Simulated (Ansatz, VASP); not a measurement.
**Cu: VASP beside Ansatz**

File INCAR:

```
SYSTEM = Cu
PREC = Accurate ; ENCUT = 520
EDIFF = 1E-6 ; ISMEAR = 0
SIGMA = 0.15 ; LREAL = .FALSE.
LASPH = .TRUE. ; NELM = 100
ALGO = Fast ; ISIF = 2
LWAVE = .FALSE. ; LCHARG = .FALSE.
GGA = PE ; NBANDS = 12
```

File KPOINTS:

```
regular mesh
0
G
  16 16 16
  0 0 0
```

File POSCAR:

```
Cu
1.0
    0.0620089150      2.0056959081      1.5916775400
    2.1046885332      0.1659019693      1.4877844858
    2.1335951219      1.9307094425      0.1369953805
Cu
1
Direct
    0.0000000000      0.0000000000      0.0000000000
```

Input for Ansatz:

```yaml
crystal:
  lattice:
    - [0.062008915, 2.0056959081, 1.59167754]
    - [2.1046885332, 0.1659019693, 1.4877844858]
    - [2.1335951219, 1.9307094425, 0.1369953805]
  atoms:
    - { symbol: Cu, position: [0.0, 0.0, 0.0] }
basis:
  ecutwfc: 420
kpoints:
  mp_grid: { grid: [16, 16, 16] }
hamiltonian:
  xc: pbe
scf:
  occupations: { method: gaussian, width: 0.15 }
output:
  forces: true
  stress: true
  eigenvalues: true
```

Change from the starting cell: cell sheared at random, sigma 0.1, atoms nudged by 0.01 Å.

Alike in both runs: task single point; functional PBE; k mesh 16 × 16 × 16; occupations gaussian, width 0.15 eV; no spin polarisation.

|  | VASP | Ansatz |
| --- | --- | --- |
| version | VASP 6.6.1 | Ansatz 0.2.0 |
| potentials or method | VASP PAW PBE potentials, release 64 (Cu), cutoff 520 eV | scalar-relativistic, plane waves, PAW |
| valence electrons in the cell | 11 | 19 |

Ansatz gave:

```
gap on the k mesh at the Fermi level (eV)                     : none
pressure (GPa)                                                : 12.8
traceless stress, the component that is largest in VASP (GPa) : -25.05
```

Task: Which values does VASP return?

Result: gap on the k mesh at the Fermi level (eV): none; pressure (GPa): 13.2; traceless stress, the component that is largest in VASP (GPa): -24.98.

A gap of «none» marks a metal or a gap that the smearing closes. VASP's potentials hold 11 valence electrons a cell and Ansatz's 19, so a difference there can come from the potentials and not from the codes.
